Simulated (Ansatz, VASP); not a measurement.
**Pd in VASP and in Ansatz**

```
CELL_PARAMETERS angstrom
0.00000 1.94500 1.94500
1.94500 0.00000 1.94500
1.94500 1.94500 0.00000
ATOMIC_POSITIONS crystal
Pd 0.00000 0.00000 0.00000
```

Alike in both runs: task single point; functional LDA; k mesh 18 × 18 × 18; occupations gaussian, width 0.05 eV; no spin polarisation.

|  | VASP | Ansatz |
| --- | --- | --- |
| version | VASP 6.6.1 | Ansatz 0.2.0 |
| potentials or method | VASP PAW LDA potentials, release 64 (Pd), cutoff 500 eV | scalar-relativistic, plane waves, PAW |
| valence electrons in the cell | 10 | 18 |

VASP gave:

```
pressure (GPa) : -7.9
```

Problem. Which values does Ansatz return?

Solution. Pressure (GPa): -8.2.

LDA's correlation is that of Perdew and Zunger in VASP and of Perdew and Wang (1992) in Ansatz. VASP's potentials hold 10 valence electrons a cell and Ansatz's 18, so a difference there can come from the potentials and not from the codes.
